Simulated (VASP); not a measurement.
# Li2Br3 (P-3m1) in VASP: a series of runs

Runs on Li2Br3. Level: PBE. Tasks: single point, relaxation of cell and atoms.

Everything below comes from runs of VASP 6.6.1. Logs are shortened: lines on timing, memory, paths and dates and some standing lists are left out, and cuts for length are marked.

## Step 1: The cell of the first run

It takes space group P-3m1 (No. 164, trigonal). Conventional cell: a = 4.031 Å, b = 4.031 Å, c = 8.488 Å, α = 90.00°, β = 90.00°, γ = 120.00°. Li (site symmetry 3m) has 6 Br at 2.58 to 2.89 Å within 3.4 Å. Br (site symmetry -3m) has 6 Li at 2.89 Å and 6 Br at 3.67 Å within 3.8 Å. Br (site symmetry 3m) has 3 Li at 2.58 Å within 3.4 Å.

## Step 2: Single point, PBE

INCAR reads:

```
PREC = Accurate
ENCUT = 520
EDIFF = 1E-6
ISMEAR = 0
SIGMA = 0.1
LREAL = F
LASPH = T
NELM = 100
ALGO = Normal
ISIF = 2
LWAVE = F
LCHARG = F
GGA = PE
NBANDS = 22
```

KPOINTS reads:

```
regular mesh
0
Gamma
  6 6 4
```

POSCAR reads:

```
Li2Br3
1.0
    4.0309129176      0.0000000000      0.0000000000
   -2.0154564588      3.4908729871      0.0000000000
    0.0000000000      0.0000000000      8.4882133403
Li Br
2 3
Direct
    0.3333333333      0.6666666667      0.2026937465
    0.6666666667      0.3333333333      0.7973062535
    0.0000000000      0.0000000000      0.0000000000
    0.3333333333      0.6666666667      0.6653906569
    0.6666666667      0.3333333333      0.3346093431
```

Potentials or basis: VASP PAW PBE potentials, release 64 (Li_sv, Br).

Launch:

```sh
$ cat potpaw_PBE.64/Li_sv/POTCAR potpaw_PBE.64/Br/POTCAR > POTCAR
$ mpirun -np 1 vasp_std > vasp.out
```

OUTCAR:

```text
PREC = Accurate
   ENCUT = 520
   EDIFF = 1E-6
   ISMEAR = 0
   LREAL = F
   LASPH = T
   NELM = 100
   ISIF = 2
   GGA = PE

 ion  position               nearest neighbor table
   1  0.333  0.667  0.203-   5 2.58   5 2.58   5 2.58
   2  0.667  0.333  0.797-   4 2.58   4 2.58   4 2.58
   3  0.000  0.000  0.000-
   4  0.333  0.667  0.665-   2 2.58   2 2.58   2 2.58
   5  0.667  0.333  0.335-   1 2.58   1 2.58   1 2.58

  LATTYP: Found a hexagonal cell.
 ALAT       =     4.0309129176
 C/A-ratio  =     2.1057793889

  Lattice vectors:

 A1 = (   4.0309129176,   0.0000000000,   0.0000000000)
 A2 = (  -2.0154564588,   3.4908729871,   0.0000000000)
 A3 = (   0.0000000000,   0.0000000000,   8.4882133403)

Analysis of symmetry for initial positions (statically):
=====================================================================
 Subroutine PRICEL returns:
 Original cell was already a primitive cell.

 Routine SETGRP: Setting up the symmetry group for a
 hexagonal supercell.

 Subroutine GETGRP returns: Found 12 space group operations
 (whereof 12 operations were pure point group operations)
 out of a pool of 24 trial point group operations.

The static configuration has the point symmetry D_3d.

Analysis of symmetry for dynamics (positions and initial velocities):
=====================================================================
 Subroutine PRICEL returns:
 Original cell was already a primitive cell.

 Routine SETGRP: Setting up the symmetry group for a
 hexagonal supercell.

 Subroutine GETGRP returns: Found 12 space group operations
 (whereof 12 operations were pure point group operations)
 out of a pool of 24 trial point group operations.

The dynamic configuration has the point symmetry D_3d.

 Subroutine INISYM returns: Found 12 space group operations
 (whereof 12 operations are pure point group operations),
 and found     1 'primitive' translations

----------------------------------------------------------------------------------------

                                     Primitive cell

  volume of cell :     119.4411

  direct lattice vectors                    reciprocal lattice vectors
[... 89 lines left out ...]
   LASPH  =      T    aspherical Exc in radial PAW
   ENCUT  =  520.0 eV  38.22 Ry    6.18 a.u.   7.49  7.49 15.78*2*pi/ulx,y,z
   NELM   =    100;   NELMIN=  2; NELMDL= -5     # of ELM steps
   EDIFF  = 0.1E-05   stopping-criterion for ELM
   LREAL  =      F    real-space projection
   EDIFFG = 0.1E-04   stopping-criterion for IOM
   NSW    =      0    number of steps for IOM
   IBRION =     -1    ionic relax: 0-MD 1-quasi-New 2-CG
   NFREE  =      0    steps in history (QN), initial steepest desc. (CG)
   ISIF   =      2    stress and relaxation
   ISYM   =      2    0-nonsym 1-usesym 2-fastsym
   POTIM  = 0.5000    time-step for ionic-motion
   TEBEG  =    0.0;   TEEND  =   0.0 temperature during run
   PSTRESS=    0.0 pullay stress
   NELECT =      27.0000    total number of electrons
   NUPDOWN=      -1.0000    fix difference up-down
   EMIN   =  10.00;   EMAX   =-10.00  energy-range for DOS
   EFERMI =   0.00;   METHOD = LEGACY
   ISMEAR =     0;   SIGMA  =   0.10  broadening in eV -4-tet -1-fermi 0-gaus
   EFERMI_NEDOS =   21; number of points for ismear=-14 and -15
   IALGO  =     38    algorithm
   IMIX   =      4    mixing-type and parameters
     AMIX     =   0.40;   BMIX     =  1.00
     AMIX_MAG =   1.60;   BMIX_MAG =  1.00
  volume/ion in A,a.u.               =      23.89       161.21
  Fermi-wavevector in a.u.,A,eV,Ry     =   0.997267  1.884562 13.531562  0.994542
  Thomas-Fermi vector in A             =   2.129412
   LORBIT       =      0    0 simple, 1 ext, 2 COOP (PROOUT), +10 PAW based schemes
   GGA     = PE    functional components
   LHFCALC =     F    Hartree Fock is set to
   AEXX    =    0.0000 exact exchange contribution
   IVDW    =     0    specifies the selected vdW correction
   LEPSILON=     F    determine dielectric tensor
   LRPA    =     F    only Hartree local field effects (RPA)
 non-spin polarized calculation
 Gauss-broadening in eV      SIGMA  =   0.10
  energy-cutoff  :      520.00
  volume of cell :      119.44
 maximum number of plane-waves:      3277
 NGX is ok and might be reduce to    30
   NGX = 15   NGY = 15   NGZ = 31

 number of electron      27.0000009 magnetization

 Free energy of the ion-electron system (eV)
  ---------------------------------------------------
  ext. energy  EPLUGINS =         0.00000000
  ---------------------------------------------------
  free energy    TOTEN  =       -14.05647787 eV

  energy without entropy =      -14.02824345  energy(sigma->0) =      -14.04236066

 E-fermi :  -0.1968     XC(G=0):  -8.2148

 val. band max:       -0.2105953944   @ k =   0.1667   0.0000   0.5000
 cond. band min:      -0.1710487446   @ k =   0.3333   0.1667   0.2500
 fundamental gap:      0.0395466498
 Fermi energy:        -0.1968370150

 k-point     1 :       0.0000    0.0000    0.0000
  band No.  band energies     occupation
      1     -44.4528      2.00000
      2     -44.4527      2.00000
      3     -13.8295      2.00000
      4     -13.2850      2.00000
      5     -13.1752      2.00000
      6      -2.5206      2.00000
[... 589 lines left out ...]
     21      10.1132      0.00000
     22      10.1611      0.00000

------------------------ aborting loop because EDIFF is reached ----------------------------------------

  FORCE on cell =-STRESS in cart. coord.  units (eV):
  Direction    XX          YY          ZZ          XY          YZ          ZX
  --------------------------------------------------------------------------------------
  -------------------------------------------------------------------------------------
  Total        0.0720034      0.0720034      0.1198676      0.0000000      0.0000000      0.0000000
  in kB        0.9658500      0.9658500      1.6078985      0.0000000      0.0000000      0.0000000
  external PRESSURE =       1.1798662 kB  Pullay stress =       0.0000000 kB

 VOLUME and BASIS-vectors are now :
 -----------------------------------------------------------------------------
  energy-cutoff  :      520.00
  volume of cell :      119.44
      direct lattice vectors                 reciprocal lattice vectors
     4.030912918  0.000000000  0.000000000     0.248082760  0.143230648  0.000000000
    -2.015456459  3.490872987  0.000000000     0.000000000  0.286461296  0.000000000
     0.000000000  0.000000000  8.488213340     0.000000000  0.000000000  0.117810423

 POSITION                                       TOTAL-FORCE (eV/Angst)
 -----------------------------------------------------------------------------------
     -0.00000      2.32725      1.72051        -0.000000     -0.000000     -0.020186
      2.01546      1.16362      6.76771         0.000000      0.000000      0.020186
      0.00000      0.00000      0.00000         0.000000      0.000000     -0.000000
     -0.00000      2.32725      5.64798        -0.000000      0.000000      0.003403
      2.01546      1.16362      2.84024         0.000000      0.000000     -0.003403
 -----------------------------------------------------------------------------------
    total drift:                               -0.000000      0.000000      0.000000

  FREE ENERGIE OF THE ION-ELECTRON SYSTEM (eV)
  ---------------------------------------------------
  free  energy   TOTEN  =       -14.0564778732 eV

  energy  without entropy=      -14.0282434507  energy(sigma->0) =      -14.04236066
```

OSZICAR:

```text
N       E                     dE             d eps       ncg     rms          rms(c)
DAV:   1     0.165303707294E+03    0.16530E+03   -0.11086E+04  1056   0.110E+03
DAV:   2     0.436768962573E+01   -0.16094E+03   -0.15536E+03  1398   0.231E+02
DAV:   3    -0.132268914161E+02   -0.17595E+02   -0.17424E+02  1708   0.644E+01
DAV:   4    -0.140918125388E+02   -0.86492E+00   -0.85951E+00  1650   0.142E+01
DAV:   5    -0.141389738881E+02   -0.47161E-01   -0.47156E-01  1564   0.274E+00    0.341E+00
DAV:   6    -0.140576065175E+02    0.81367E-01   -0.12239E-01  1352   0.177E+00    0.190E+00
DAV:   7    -0.140529786310E+02    0.46279E-02   -0.13442E-01  1338   0.175E+00    0.451E-01
DAV:   8    -0.140558143561E+02   -0.28357E-02   -0.12217E-02  1522   0.633E-01    0.188E-01
DAV:   9    -0.140562991856E+02   -0.48483E-03   -0.75525E-04  1448   0.171E-01    0.692E-02
DAV:  10    -0.140564202781E+02   -0.12109E-03   -0.17201E-04  1370   0.806E-02    0.206E-02
DAV:  11    -0.140564742317E+02   -0.53954E-04   -0.79897E-05  1418   0.498E-02    0.159E-02
DAV:  12    -0.140564755061E+02   -0.12744E-05   -0.35126E-06  1550   0.109E-02    0.975E-03
DAV:  13    -0.140564776771E+02   -0.21710E-05   -0.48618E-06  1342   0.115E-02    0.158E-03
DAV:  14    -0.140564778732E+02   -0.19607E-06   -0.67520E-07  1234   0.413E-03
   1 F= -.14056478E+02 E0= -.14042361E+02  d E =-.282344E-01
```

It took 58 s on 1 thread of Intel Xeon Platinum 8259CL at 2.50GHz (Skylake/Cascade Lake), shared host; peak memory 0.24 GiB.

What came out:

| Quantity | Value |
| --- | --- |
| Free energy | -14.0565 eV |
| Largest force | 0.020 eV/Å |
| Band gap on the k mesh | zero (an odd number of electrons rules out a gap without spin polarisation) |

Forces in eV/Å, atoms in the order of the input:
```
Li   0.000  0.000 -0.020
Li   0.000  0.000  0.020
Br   0.000  0.000  0.000
Br   0.000  0.000  0.003
Br   0.000  0.000 -0.003
```

Caveat: the cutoff is under 1.25 times the usual one of these potentials, so pressure, stress and relaxed cells hold a basis-set (Pulay) error; an odd number of electrons without spin polarisation forces a metal; a magnetic or distorted state may lie lower.

[end of part 1 of 2]

The gap in the log of VASP goes by the Fermi energy; the results here count the filled bands.